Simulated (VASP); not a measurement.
A run of VASP 6.6.1 is set up as follows.

The input INCAR:

```
SYSTEM = SiC
ALGO     = Normal         ! electronic algorithm
EDIFF    = 1E-8           ! SCF threshold, eV
ENCUT    = 520            ! plane-wave cutoff, eV
GGA      = PE             ! functional
ISIF     = 2              ! what is computed and relaxed
ISMEAR   = -1             ! smearing method
LASPH    = .TRUE.         ! aspherical terms in the spheres
LCHARG   = .FALSE.        ! write CHGCAR
LEFG     = .TRUE.       
LREAL    = .FALSE.        ! projectors in reciprocal space
LWAVE    = .FALSE.        ! write WAVECAR
NBANDS   = 11             ! bands
NELM     = 60             ! most SCF steps
PREC     = Accurate       ! precision mode
SIGMA    = 0.05           ! smearing width, eV
```

Contents of KPOINTS:

```
k-points
0
G
  13 13 13
  0 0 0
```

POSCAR

```
SiC
1.0
    0.0000000000      2.0563778596      2.0563778596
    2.0563778596      0.0000000000      2.0563778596
    2.0563778596      2.0563778596      0.0000000000
Si C
1 1
Direct
    0.0000000000      0.0000000000      0.0000000000
    0.5000000000      0.5000000000      0.5000000000
```

Potentials or basis: VASP PAW PBE potentials, release 64 (Si, C).

The run is started by

```bash
$ cat potpaw_PBE.64/Si/POTCAR potpaw_PBE.64/C/POTCAR > POTCAR
$ mpirun -np 1 vasp_std > vasp.out
```

(1) What does it give for the band gap on the k mesh?

(2) Estimate the pressure.

## Answers

(1) zero (band 4 reaches 11.76 eV, above the bottom of band 5 at 10.52 eV).

(2) -9.1 GPa.

Caveat: without QUAD_EFG the Cq values of the log hold for a quadrupole moment of 1 mb, not for the nuclei.
